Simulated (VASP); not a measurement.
Here is a VASP 6.6.1 calculation.

Contents of INCAR:

```
SYSTEM = AlNi
ALGO = Fast
EDIFF = 1E-6
ENCUT = 520
GGA = PE
ISIF = 2
ISMEAR = 0
LASPH = .True.
LCHARG = .False.
LREAL = .False.
LWAVE = .False.
NBANDS = 14
NELM = 60
PREC = Accurate
SIGMA = 0.15
```

The input KPOINTS:

```
k-points
0
Gamma
  16 16 16
  0 0 0
```

File POSCAR:

```
AlNi
1.0
    2.0426321522     -2.0425983492      0.0000000000
    2.0426321522      2.0425983492      0.0000000000
    0.0000000000      0.0000000000      2.9004437222
Al Ni
1 1
Direct
   -0.0276941742      0.0000000000     -0.0344774833
    0.5127310980      0.5000000000      0.5158494063
```

Potentials or basis: VASP PAW PBE potentials, release 64 (Al, Ni).

Launch:

```console
$ cat potpaw_PBE.64/Al/POTCAR potpaw_PBE.64/Ni/POTCAR > POTCAR
$ mpirun -np 1 vasp_std > vasp.out
```

What does it give for the largest force?

1.127 eV/Å.

Predict the pressure.

2.3 GPa.

Estimate the band gap on the k mesh.

zero (an odd number of electrons rules out a gap without spin polarisation).

Forces on the atoms (eV/Å):
```
Al   0.505 -0.505  0.872
Ni  -0.505  0.505 -0.872
```

Caveat: the cell differs from its parent crystal (atoms displaced along several vibrational modes); forces of over 1 eV/Å act on the atoms, so gaps and moduli don't describe the material at rest. Spin polarisation is off, so any magnetic state and its effect on volume and gap are missing.
